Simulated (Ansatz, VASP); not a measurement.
CdS in VASP and in Ansatz

```
Cd S
1.0
     4.26117    0.00000    0.00000
    -2.13058    3.69028    0.00000
     0.00000    0.00000    5.80417
Cd S
1 1
Cartesian
  0.0000 0.0000 2.5695
  2.1306 1.2301 2.5208
```

Alike in both runs: task single point; functional LDA; k mesh 6 × 6 × 4; occupations gaussian, width 0.02 eV; no spin polarisation.

|  | VASP | Ansatz |
| --- | --- | --- |
| version | VASP 6.6.1 | Ansatz 0.2.0 |
| potentials or method | VASP PAW LDA potentials, release 64 (Cd_sv_GW, S), cutoff 540 eV | plane waves, PAW |
| valence electrons in the cell | 26 | 26 |

|  | VASP | Ansatz | Ansatz less VASP |
| --- | --- | --- | --- |
| pressure (GPa) | -3.0 | -2.5 | +0.51 |
| traceless stress, the component that is largest in VASP (GPa) | 2.34 | 2.40 | +0.062 |

LDA's correlation is that of Perdew and Zunger in VASP and of Perdew and Wang (1992) in Ansatz.
